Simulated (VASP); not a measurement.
Wanted: the native input for a VASP 6.6.1 run.

```yaml
Task: single point
Functional: HSE06
Potentials_or_basis: VASP PAW PBE potentials, release 64 (Si)
Cutoff: 520 eV
k_mesh: 6 × 6 × 6
Occupations: fermi-dirac, width 0.02 eV
Spin: no spin polarisation
Dipole_correction: no
Grid_for_exact_exchange_PRECFOCK: Normal
Further_INCAR_settings: ALGO = Normal; EDIFF = 1e-06; NBANDS = 11
Share_of_exact_exchange: 0.25
Screening_parameter: 0.2079 1/Å
```

Si:

```xyz
2
Lattice="0.0000 2.8038 2.6619 2.8038 0.0000 2.6619 2.8038 2.8038 0.0000" Properties=species:S:1:pos:R:3 pbc="T T T"
Si    0.0000    0.0000    0.0000
Si    1.4019    1.4019    1.3309
```

This cell differs from its parent crystal: epitaxial xy strain +3.0%.

These files were run (other wordings do the same):

POSCAR

```
Si
1.0
    0.0000000000      2.8037824625      2.6618909388
    2.8037824625      0.0000000000      2.6618909388
    2.8037824625      2.8037824625      0.0000000000
Si
2
Direct
    0.0000000000      0.0000000000      0.0000000000
    0.2500000000      0.2500000000      0.2500000000
```

INCAR.step1

```
SYSTEM = Si
  PREC = Accurate
  ENCUT = 520
  EDIFF = 1E-5
  ISMEAR = -1
  SIGMA = 0.02
  LREAL = .False.
  LASPH = .True.
  NELM = 80
  ALGO = Normal
  ISIF = 2
  LWAVE = .True.
  LCHARG = .False.
  GGA = PE
  NBANDS = 11
```

INCAR.step2

```
SYSTEM = Si
  PREC = Accurate
  ENCUT = 520
  EDIFF = 1E-6
  ISMEAR = -1
  SIGMA = 0.02
  LREAL = .False.
  LASPH = .True.
  NELM = 80
  ALGO = Normal
  ISIF = 2
  LWAVE = .False.
  LCHARG = .False.
  GGA = PE
  LHFCALC = .True.
  HFSCREEN = 0.2079
  PRECFOCK = Normal
  ISTART = 1
  NBANDS = 11
```

KPOINTS

```
regular mesh
0
Gamma
  6 6 6
  0 0 0
```

Potentials or basis: VASP PAW PBE potentials, release 64 (Si).

Command:

```bash
$ cat potpaw_PBE.64/Si/POTCAR > POTCAR
$ cp INCAR.step1 INCAR
$ mpirun -np 1 vasp_std > vasp.out
$ cp INCAR.step2 INCAR
$ mpirun -np 1 vasp_std > vasp.out
```

It gave:

```
Pressure               : -3.9 GPa
Band gap on the k mesh : 0.81 eV (least direct gap 2.94 eV)
```

Caveat: the cell differs from its parent crystal (epitaxial xy strain +3.0%); the stress differs along the axes, from -6 to -1 GPa; the PAW data sets were made with another functional, which shifts forces and pressure a little.

It took 39 min on 1 thread of AMD EPYC 7R43 64-Core Processor (Zen 3), on a shared host, peak memory 0.25 GiB.
